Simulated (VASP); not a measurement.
A run of VASP 6.6.1 is set up as follows.

INCAR

```
SYSTEM = Te
PREC = Accurate
ENCUT = 520
EDIFF = 1E-6
ISMEAR = -1
SIGMA = 0.1
LREAL = .FALSE.
LASPH = .TRUE.
NELM = 60
ALGO = Normal
ISIF = 2
LWAVE = .FALSE.
LCHARG = .FALSE.
GGA = B5
ALDAX = 1.0
AGGAX = 1.0
AGGAC = 1.0
ALDAC = 0.0
NBANDS = 34
```

KPOINTS

```
Automatic mesh
0
G
  4 4 4
  0 0 0
```

File POSCAR:

```
Te
1.0
    6.4182827161      0.0000000000      0.0000000000
    0.0000000000      6.4182827161      0.0000000000
    0.0000000000      0.0000000000      6.4182827161
Te
8
Direct
    1.0000000000      0.0000000000      1.0000000000
    0.5000000000      0.5000000000      0.5000000000
    0.2500000000      1.0000000000      0.5000000000
    0.7500000000      0.0000000000      0.5000000000
    0.5000000000      0.2500000000      0.0000000000
    0.5000000000      0.7500000000      0.0000000000
    0.0000000000      0.5000000000      0.2500000000
    0.0000000000      0.5000000000      0.7500000000
```

Potentials or basis: VASP PAW PBE potentials, release 64 (Te).

Launch:

```bash
$ cat potpaw_PBE.64/Te/POTCAR > POTCAR
$ mpirun -np 1 vasp_std > vasp.out
```

Task: What does it give for the pressure?

Result: 0.1 GPa.

Task: Predict the band gap on the k mesh.

Result: Zero (bands 24 and 25 overlap by 0.73 eV).

Caveat: the PAW data sets were made with another functional, which shifts forces and pressure a little; spin-orbit coupling is left out, which moves the levels of the heavy elements.
